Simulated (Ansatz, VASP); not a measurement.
**Two plane-wave programs on Rb**

INCAR

```
PREC = Accurate
ENCUT = 520
EDIFF = 1E-7
ISMEAR = 0
SIGMA = 0.15
LREAL = F
LASPH = T
NELM = 80
ALGO = Fast
ISIF = 2
LWAVE = F
LCHARG = F
GGA = PE
IVDW = 12
NBANDS = 10
```

Contents of KPOINTS:

```
regular mesh
0
Gamma
  8 8 8
```

POSCAR

```
Rb
1.0
    0.0000000000      3.5065327232      3.5065327232
    3.5065327232      0.0000000000      3.5065327232
    3.5065327232      3.5065327232      0.0000000000
Rb
1
Direct
    0.0000000000      0.0000000000      0.0000000000
```

Input for Ansatz:

```yaml
crystal:
  lattice:
    - [0.0, 3.5065327232, 3.5065327232]
    - [3.5065327232, 0.0, 3.5065327232]
    - [3.5065327232, 3.5065327232, 0.0]
  atoms:
    - { symbol: Rb, position: [0.0, 0.0, 0.0] }
basis:
  ecutwfc: 420
kpoints:
  mp_grid: { grid: [8, 8, 8] }
hamiltonian:
  xc: pbe
  dispersion: d3bj
scf:
  occupations: { method: gaussian, width: 0.15 }
output:
  forces: true
  stress: true
  eigenvalues: true
  write_density: true
  write_potential: true
  elf: true
  volumetric_format: npy
```

Alike in both runs: task single point; functional PBE; dispersion D3(BJ); k mesh 8 × 8 × 8; occupations gaussian, width 0.15 eV; no spin polarisation.

|  | VASP | Ansatz |
| --- | --- | --- |
| version | VASP 6.6.1 | Ansatz 0.2.0 |
| potentials or method | VASP PAW PBE potentials, release 64 (Rb_sv), cutoff 520 eV | scalar-relativistic, plane waves, PAW |
| valence electrons in the cell | 9 | 9 |

```tsv
	VASP	Ansatz	Ansatz less VASP
gap on the k mesh at the Fermi level (eV)	none	none	-
pressure (GPa)	0.0	0.0	0.00
```

A gap of «none» marks a metal or a gap that the smearing closes.
